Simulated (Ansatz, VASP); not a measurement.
**Two plane-wave programs on Hg**

Contents of INCAR:

```
PREC = Accurate
ENCUT = 500
EDIFF = 1E-6
ISMEAR = -5
SIGMA = 0.1
LREAL = F
LASPH = T
NELM = 120
ALGO = Normal
ISIF = 2
LWAVE = F
LCHARG = F
GGA = PE
NBANDS = 12
GGA_COMPAT = F
```

The input KPOINTS:

```
regular mesh
0
Gamma
  4 4 4
```

Contents of POSCAR:

```
Hg
1.0
    2.2339762741     -2.0458582601      0.0000000000
    2.2339762741      2.0458582601      0.0000000000
   -0.3487351701      0.0000000000      3.0398006871
Hg
1
Direct
    0.5000000000      0.5000000000      0.5000000000
```

Input for Ansatz:

```yaml
crystal:
  lattice:
    - [2.2339762741, -2.0458582601, 0.0]
    - [2.2339762741, 2.0458582601, 0.0]
    - [-0.3487351701, 0.0, 3.0398006871]
  atoms:
    - { symbol: Hg, position: [0.5, 0.5, 0.5] }
basis:
  ecutwfc: 420
kpoints:
  mp_grid: { grid: [4, 4, 4] }
hamiltonian:
  xc: pbe
scf:
  occupations: { method: tetrahedron }
output:
  forces: true
  stress: true
  eigenvalues: true
```

Alike in both runs: task single point; functional PBE; k mesh 4 × 4 × 4; occupations tetrahedron; no spin polarisation.

|  | VASP | Ansatz |
| --- | --- | --- |
| version | VASP 6.6.1 | Ansatz 0.2.0 |
| potentials or method | VASP PAW PBE potentials, release 64 (Hg), cutoff 500 eV | scalar-relativistic, plane waves, PAW |
| valence electrons in the cell | 12 | 20 |

```tsv
	VASP	Ansatz	Ansatz less VASP
gap on the k mesh at the Fermi level (eV)	none	none	-
pressure (GPa)	7.8	7.3	-0.49
traceless stress, the component that is largest in VASP (GPa)	2.55	2.51	-0.039
```

A gap of «none» marks a metal or a gap that the smearing closes. VASP's potentials hold 12 valence electrons a cell and Ansatz's 20, so a difference there can come from the potentials and not from the codes. Ansatz's warnings: band table not solved further, tetrahedron derivatives may miss energy slope.

The k mesh is coarse, so the values compare programs but aren't converged. Neither program's run includes spin-orbit coupling.
